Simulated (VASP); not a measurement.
Input of a VASP 6.6.1 run:

File INCAR:

```
SYSTEM = SiSe2
PREC = Accurate ; ENCUT = 500
EDIFF = 1E-7 ; ISMEAR = 0
SIGMA = 0.02 ; LREAL = .FALSE.
LASPH = .TRUE. ; NELM = 120
ALGO = Normal ; ISIF = 3
LWAVE = .FALSE. ; LCHARG = .FALSE.
GGA = PE ; IBRION = 2
NSW = 70 ; EDIFFG = -0.02
GGA_COMPAT = .FALSE. ; NELMIN = 4
```

Contents of KPOINTS:

```
regular mesh
0
G
  6 6 6
  0 0 0
```

POSCAR

```
SiSe2
1.0
   -3.1120166800      5.0102210000      2.9354493600
    3.1120166800     -5.0102210000      2.9354493600
    3.1120166800      5.0102210000     -2.9354493600
Si Se
2 4
Direct
    0.7500000000      0.7500000000      0.0000000000
    0.2500000000      0.2500000000      0.0000000000
    0.1206518800      0.2032192100      0.3238710800
    0.8793481000      0.7967808200      0.6761289200
    0.3793481300      0.7032191800      0.0825673300
    0.6206519000      0.2967807900      0.9174326700
```

Potentials or basis: VASP PAW PBE potentials, release 64 (Si, Se).

Command:

```sh
$ cat potpaw_PBE.64/Si/POTCAR potpaw_PBE.64/Se/POTCAR > POTCAR
$ mpirun -np 1 vasp_std > vasp.out
```

(1) What does it give for the relaxed cell?

(2) What does it give for the band gap on the k mesh?

## Answers

(1) a = 7.059 Å, b = 7.059 Å, c = 7.059 Å, α = 123.93°, β = 78.20°, γ = 130.27°.

(2) 2.23 eV (least direct gap 2.30 eV).
